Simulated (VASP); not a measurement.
Input of a VASP 6.6.1 run:

The input INCAR:

```
SYSTEM = Sn23O48
  PREC = Accurate
  ENCUT = 520
  EDIFF = 1E-6
  ISMEAR = -1
  SIGMA = 0.05
  LREAL = Auto
  LASPH = .TRUE.
  NELM = 120
  ALGO = Normal
  ISIF = 2
  LWAVE = .FALSE.
  LCHARG = .FALSE.
  GGA = PS
  NELECT = 614.0
  ISYM = -1
  NBANDS = 346
  GGA_COMPAT = .FALSE.
```

KPOINTS

```
explicit points
1
Reciprocal
  0.25000000   0.25000000   0.25000000 1
```

The input POSCAR:

```
Sn23O48
1.0
    9.5380920000      0.0000000000      0.0000000000
    0.0000000000      9.5380920000      0.0000000000
    0.0000000000      0.0000000000      9.6363030000
Sn O
23 48
Direct
    0.9998170000      0.9997860000      0.0009860000
    0.9998040000      0.9997850000      0.3334910000
    0.9997840000      0.9997570000      0.6659970000
    0.9998040000      0.4997720000      0.9998060000
    0.9997810000      0.4997750000      0.3334910000
    0.9997840000      0.4997630000      0.6671750000
    0.4997950000      0.9997810000      0.9998070000
    0.4997980000      0.9997530000      0.3334900000
    0.4997880000      0.9997640000      0.6671740000
    0.4998780000      0.4998480000      0.0088640000
    0.4997160000      0.4996890000      0.6581300000
    0.2545730000      0.2545520000      0.1709210000
    0.2545230000      0.2545030000      0.4962720000
    0.2490230000      0.2489970000      0.8335940000
    0.2532480000      0.7463800000      0.1661130000
    0.2531680000      0.7463130000      0.5008750000
    0.2520870000      0.7474890000      0.8334910000
    0.7464090000      0.2532210000      0.1661120000
    0.7463320000      0.2531520000      0.5008730000
    0.7475100000      0.2520560000      0.8334930000
    0.7450920000      0.7450680000      0.1707020000
    0.7450330000      0.7450070000      0.4960640000
    0.7505620000      0.7505400000      0.8333880000
    0.1533310000      0.1532890000      0.0021990000
    0.1493720000      0.1493550000      0.3335490000
    0.1532880000      0.1532460000      0.6649810000
    0.1441800000      0.6588430000      0.9968200000
    0.1465610000      0.6577570000      0.3334820000
    0.1439210000      0.6590430000      0.6702210000
    0.6588850000      0.1441340000      0.9968230000
    0.6578000000      0.1465160000      0.3334780000
    0.6590800000      0.1438860000      0.6702160000
    0.6550400000      0.6550000000      0.9980430000
    0.6564670000      0.6563990000      0.3332980000
    0.6549370000      0.6549010000      0.6687080000
    0.3446500000      0.3446420000      0.9982650000
    0.3431490000      0.3431720000      0.3336730000
    0.3445540000      0.3445400000      0.6689510000
    0.3405170000      0.8556420000      0.9967780000
    0.3417910000      0.8530010000      0.3335070000
    0.3407080000      0.8554020000      0.6701530000
    0.8556460000      0.3405110000      0.9967760000
    0.8530180000      0.3417790000      0.3335040000
    0.8553940000      0.3407060000      0.6701540000
    0.8463100000      0.8462950000      0.0019860000
    0.8502000000      0.8502420000      0.3334370000
    0.8462620000      0.8462530000      0.6647960000
    0.0960870000      0.4041610000      0.1656590000
    0.0959830000      0.4040940000      0.5013680000
    0.0996180000      0.4056240000      0.8334900000
    0.0978260000      0.9016820000      0.1655490000
    0.0978450000      0.9017060000      0.5014330000
    0.0961080000      0.9034620000      0.8334920000
    0.6030620000      0.3969310000      0.1535330000
    0.6025730000      0.3964440000      0.5134630000
    0.5957490000      0.4038170000      0.8334960000
    0.5954630000      0.9035560000      0.1656060000
    0.5953880000      0.9034440000      0.5013290000
    0.5939200000      0.8999300000      0.8334900000
    0.4042000000      0.0960830000      0.1656630000
    0.4041300000      0.0959780000      0.5013630000
    0.4056600000      0.0996090000      0.8334930000
    0.3969950000      0.6030810000      0.1535170000
    0.3964720000      0.6025730000      0.5134860000
    0.4038640000      0.5957470000      0.8334960000
    0.9017350000      0.0978270000      0.1655430000
    0.9017480000      0.0978440000      0.5014390000
    0.9035050000      0.0960970000      0.8334920000
    0.9036130000      0.5954730000      0.1656070000
    0.9034880000      0.5953880000      0.5013290000
    0.8999600000      0.5939080000      0.8334920000
```

Potentials or basis: VASP PAW PBE potentials, release 64 (Sn_d, O).

Run with:

```bash
$ cat potpaw_PBE.64/Sn_d/POTCAR potpaw_PBE.64/O/POTCAR > POTCAR
$ mpirun -np 1 vasp_std > vasp.out
```

What does it give for the largest force?

0.082 eV/Å.

Forces on the atoms (eV/Å):
```
Sn   0.001  0.000 -0.003
Sn   0.005  0.006 -0.002
Sn   0.001  0.000  0.002
Sn   0.006  0.006  0.004
Sn   0.007  0.005 -0.002
Sn   0.001  0.003  0.001
Sn   0.006  0.005  0.004
Sn   0.006  0.004 -0.002
Sn   0.001  0.001  0.001
Sn  -0.001 -0.001  0.007
Sn  -0.003 -0.003 -0.006
Sn   0.006  0.007 -0.016
Sn   0.007  0.008  0.017
Sn   0.010  0.011  0.000
Sn  -0.010  0.007  0.007
Sn  -0.009  0.007 -0.006
Sn  -0.005  0.003 -0.002
Sn   0.005 -0.009  0.007
Sn   0.007 -0.008 -0.007
Sn   0.003 -0.004 -0.003
Sn  -0.010 -0.009 -0.017
Sn  -0.012 -0.011  0.018
Sn  -0.014 -0.013 -0.002
O   -0.002 -0.003  0.009
O   -0.015 -0.017  0.002
O   -0.005 -0.004 -0.004
O   -0.017  0.002 -0.002
O   -0.020  0.004 -0.001
O   -0.016  0.001  0.001
O    0.002 -0.017 -0.002
O    0.003 -0.020 -0.001
O    0.001 -0.016  0.001
O   -0.007 -0.008 -0.011
O   -0.058 -0.058  0.004
O   -0.009 -0.009  0.012
O    0.008  0.008 -0.013
O    0.057  0.058 -0.002
O    0.006  0.006  0.013
O    0.000  0.017 -0.001
O   -0.005  0.018 -0.001
O    0.000  0.018  0.000
O    0.017 -0.001 -0.001
O    0.017 -0.005  0.000
O    0.018  0.000  0.001
O    0.004  0.004  0.009
O    0.014  0.013  0.000
O    0.005  0.005 -0.008
O    0.011 -0.021 -0.002
O    0.011 -0.020  0.003
O    0.008 -0.015 -0.001
O    0.022 -0.021  0.003
O    0.023 -0.022 -0.003
O    0.013 -0.013 -0.001
O   -0.014  0.014  0.019
O   -0.015  0.013 -0.018
O   -0.013  0.012  0.000
O    0.020 -0.011 -0.002
O    0.019 -0.011  0.001
O    0.014 -0.010  0.000
O   -0.021  0.010 -0.003
O   -0.019  0.011  0.002
O   -0.015  0.008 -0.001
O    0.013 -0.015  0.020
O    0.013 -0.015 -0.019
O    0.012 -0.014  0.000
O   -0.022  0.022  0.002
O   -0.022  0.023 -0.003
O   -0.013  0.012 -0.001
O   -0.012  0.019 -0.003
O   -0.010  0.018  0.002
O   -0.010  0.013  0.000
```

Caveat: the cell carries a net charge on a neutralising background, which shifts energy and pressure; the PAW data sets were made with another functional, which shifts forces and pressure a little.
